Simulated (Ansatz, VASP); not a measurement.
# One calculation of Cu, two programs

The input INCAR:

```
  ALGO = Normal
  EDIFF = 1E-7
  ENCUT = 520
  GGA = PE
  ISIF = 2
  ISMEAR = -1
  LASPH = T
  LCHARG = F
  LREAL = F
  LWAVE = F
  NBANDS = 18
  NELM = 60
  PREC = Accurate
  SIGMA = 0.1
```

The input KPOINTS:

```
k-points
0
Gamma
  12 12 12
```

Contents of POSCAR:

```
Cu
1.0
    0.0000000000      2.7447305567      2.7447305567
    2.7447305567      0.0000000000      2.7447305567
    2.7447305567      2.7447305567      0.0000000000
Cu
2
Direct
    0.1250000000      0.1250000000      0.1250000000
    0.8750000000      0.8750000000      0.8750000000
```

Input for Ansatz:

```yaml
crystal:
  lattice:
    - [0.0, 2.7447305567, 2.7447305567]
    - [2.7447305567, 0.0, 2.7447305567]
    - [2.7447305567, 2.7447305567, 0.0]
  atoms:
    - { symbol: Cu, position: [0.125, 0.125, 0.125] }
    - { symbol: Cu, position: [0.875, 0.875, 0.875] }
hamiltonian:
  xc: pbe
  pseudopotentials:
    kind: paw
    azcp:
      Cu: "pseudopotentials/Cu.paw.azcp"
basis:
  ecutwfc: 420
  fft_grid_basis: typed
kpoints:
  mp_grid: { grid: [12, 12, 12], shift: [0, 0, 0] }
magnetization:
  spin_polarized: false
scf:
  occupations: { method: fermi_dirac, width: 0.1 }
  lower_state_search: "off"
output:
  stress: true
```

Alike in both runs: task single point; functional PBE; k mesh 12 × 12 × 12; occupations fermi-dirac, width 0.1 eV; no spin polarisation.

```csv
,VASP,Ansatz
version,VASP 6.6.1,Ansatz 0.2.0
potentials or method,"VASP PAW PBE potentials, release 64 (Cu), cutoff 520 eV","plane waves (420 eV) with PAW, scalar-relativistic"
valence electrons in the cell,22,38
```

Ansatz gave:

- pressure (GPa): -3.4

Q: What did VASP give for the same quantities?

A: Pressure (GPa): -3.3.

The functional is the same, so the differences come from potentials, cutoffs and numerics. VASP's potentials hold 22 valence electrons a cell and Ansatz's 38, so a difference there can come from the potentials and not from the codes.
